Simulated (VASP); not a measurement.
Runs of VASP 6.6.1 on C. It takes space group Fd-3m (No. 227, cubic). Conventional cell: a = 3.560 Å, b = 3.560 Å, c = 3.560 Å, α = 90.00°, β = 90.00°, γ = 90.00°. C (site symmetry -43m) has 4 C at 1.54 Å within 2.1 Å. 

```tsv
level	potentials or basis	k mesh	cutoff (eV)	smearing	grid for exact exchange (PRECFOCK)	share of exact exchange	gap on the mesh (eV)	pressure (GPa)
r2SCAN	VASP PAW PBE potentials, release 64 (C_h)	12 × 12 × 12	1430	gaussian 0.01 eV	-	-	4.39	-0.6
r2SCAN	VASP PAW PBE potentials, release 64 (C_h)	12 × 12 × 12	1430	fermi-dirac 0.02 eV	-	-	4.39	-0.6
r2SCAN0	VASP PAW PBE potentials, release 64 (C)	8 × 8 × 8	520	gaussian 0.01 eV	Normal	0.25	(a)	-6.9
LDA	VASP PAW LDA potentials, release 64 (C_h)	12 × 12 × 12	1300	gaussian 0.01 eV	-	-	4.14	-9.9
```

Alike in all rows: task single point; no spin polarisation; cell as given.

Task: Estimate the missing entries.

Result: (a) 6.14.

Caveats: the PAW data sets were made with another functional, which shifts forces and pressure a little (at least some runs); the cell stands under tension (at least some runs).

A k mesh can miss the band edges.
